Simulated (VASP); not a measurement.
# Al2Cu: single point with PBEsol

The system is Al2Cu.

```
CELL_PARAMETERS angstrom
0.00000 0.00000 5.72603
-4.04926 4.04926 0.00000
-4.04926 -4.04926 0.00000
ATOMIC_POSITIONS crystal
Al 0.25000 0.75000 0.25000
Al 0.75000 0.25000 0.25000
Al 0.25000 0.25000 0.75000
Al 0.75000 0.75000 0.75000
Al 0.25000 0.25000 0.25000
Al 0.75000 0.75000 0.25000
Al 0.25000 0.75000 0.75000
Al 0.75000 0.25000 0.75000
Cu 0.07335 0.50000 0.00000
Cu 0.50000 0.00000 0.00000
Cu 0.00000 0.00000 0.50000
Cu 0.50000 0.50000 0.50000
```

This cell differs from its parent crystal: atom 9 (Cu) moved +0.420 Å along Cartesian [0 0 1].

```
Program             : VASP 6.6.1
Task                : single point
Functional          : PBEsol
Potentials or basis : VASP PAW PBE potentials, release 64 (Al, Cu)
Cutoff              : 520 eV
k mesh              : 8 × 8 × 8
Occupations         : gaussian, width 0.15 eV
Spin                : no spin polarisation
```

```
Pressure               : 2.0 GPa
Largest force          : 3.497 eV/Å
Band gap on the k mesh : zero (bands 34 and 35 overlap by 1.56 eV)
```

Forces in eV/Å, atoms in the order of the input:
```
Al  -0.915  0.000  0.487
Al   0.000  0.214  0.270
Al   0.915  0.000  0.487
Al   0.000 -0.214  0.270
Al   0.000 -0.915  0.487
Al   0.214  0.000  0.270
Al   0.000  0.915  0.487
Al  -0.214  0.000  0.270
Cu   0.000  0.000 -3.497
Cu   0.000  0.000  0.251
Cu   0.000  0.000 -0.035
Cu   0.000  0.000  0.251
```

Stress tensor (GPa, compression positive):
```
2.61 0.00 0.00
0.00 2.61 0.00
0.00 0.00 0.64
```

Levels at points of the mesh, in eV from the Fermi level:
```
           k point  band 32  band 33  band 34  band 35  band 36  band 37
(0.00, 0.00, 0.00)    -1.96    -1.96     0.27     0.27     0.36     1.35
(0.50, 0.00, 0.00)    -0.66    -0.56    -0.47    -0.47    -0.36     0.94
(0.00, 0.50, 0.00)    -0.61    -0.60    -0.53    -0.42    -0.36     0.95
(0.50, 0.50, 0.00)    -2.59     0.13     0.34     0.37     0.59     2.31
(0.00, 0.50, 0.50)    -2.61     0.33     0.34     0.34     0.35     2.34
(0.50, 0.50, 0.50)     0.60     0.63     0.66     0.66     0.73     2.75
```

Run time: 35 min on 1 thread of Oxide Virtual Turin-like Processor, with other jobs on the host, peak memory 0.61 GiB.

Caveat: the cell differs from its parent crystal (atom 9 (Cu) moved +0.420 Å along Cartesian [0 0 1]); the PAW data sets were made with another functional, which shifts forces and pressure a little.
